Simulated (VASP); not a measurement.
Wanted: the native input for a VASP 6.6.1 run.

| Property | Result |
| --- | --- |
| Task | single point |
| Functional | PBE |
| Potentials or basis | VASP PAW PBE potentials, release 64 (Ca_sv, O) |
| Cutoff | 600 eV |
| k mesh | 14 × 14 × 14 |
| Occupations | gaussian, width 0.02 eV |
| Spin | no spin polarisation |
| Dipole correction | no |
| Further INCAR settings | ALGO = Normal; EDIFF = 1e-06; NBANDS = 15 |

The structure of CaO lies in POSCAR:

```
CaO
1.0
    0.0000000000      2.4154043388      2.4154043388
    2.4154043388      0.0000000000      2.4154043388
    2.4154043388      2.4154043388      0.0000000000
Ca O
1 1
Direct
    0.0000000000      0.0000000000      0.0000000000
    0.5000000000      0.5000000000      0.5000000000
```

These files were run (other wordings do the same):

INCAR

```
PREC = Accurate
ENCUT = 600
EDIFF = 1E-6
ISMEAR = 0
SIGMA = 0.02
LREAL = F
LASPH = T
NELM = 120
ALGO = Normal
ISIF = 2
LWAVE = F
LCHARG = F
GGA = PE
NBANDS = 15
GGA_COMPAT = F
```

KPOINTS

```
regular mesh
0
Gamma
  14 14 14
```

Potentials or basis: VASP PAW PBE potentials, release 64 (Ca_sv, O).

Command:

```bash
$ cat potpaw_PBE.64/Ca_sv/POTCAR potpaw_PBE.64/O/POTCAR > POTCAR
$ mpirun -np 1 vasp_std > vasp.out
```

Results of the run:

| Quantity | Value |
| --- | --- |
| Pressure | 0.4 GPa |
| Band gap on the k mesh | 3.64 eV (least direct gap 4.02 eV) |

It took 21 s on 1 thread of AMD EPYC 9R45 96-Core Processor (Zen 5) (shared host), peak memory 0.17 GiB.
